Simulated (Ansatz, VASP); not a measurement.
One calculation of TiSi16, two programs

```
Si Ti
1.0
     0.00000    5.43000    5.43000
     5.43000    0.00000    5.43000
     5.43000    5.43000    0.00000
Si Ti
16 1
Cartesian
  -0.0091 0.0068 -0.0047
  1.3553 1.3348 1.3602
  2.7533 2.6901 -0.0381
  4.1102 4.0737 1.3787
  2.7201 0.0068 2.7245
  4.0726 1.3313 4.0728
  5.4093 2.6832 2.7360
  6.7666 4.0736 4.0350
  -0.0441 2.6922 2.7594
  1.3785 4.0680 4.1218
  2.7734 5.4695 2.7856
  4.0711 6.8245 4.0743
  2.7320 2.6731 5.4134
  4.0235 4.0681 6.7669
  5.3598 5.4694 5.3719
  6.7847 6.8020 6.7906
  1.3539 4.0907 1.3615
```

Alike in both runs: functional PBE; k mesh 2 × 2 × 2; occupations gaussian, width 0.02 eV; no spin polarisation.

Ansatz relaxed the structure, and its values are those at the end. VASP's run is a single point on that final structure, the one shown.

```csv
,VASP,Ansatz
version,VASP 6.6.1,Ansatz 0.2.0
potentials or method,"VASP PAW PBE potentials, release 64 (Si, Ti_sv), cutoff 520 eV","scalar-relativistic, plane waves, PAW"
valence electrons in the cell,76,76
```

|  | VASP | Ansatz | Ansatz less VASP |
| --- | --- | --- | --- |
| rms of the force components (eV/Å) | 0.006 | 0.006 | +0.0003 |

The functional is the same, so the differences come from potentials, cutoffs and numerics.

The k mesh is coarse, so the values compare programs but aren't converged.
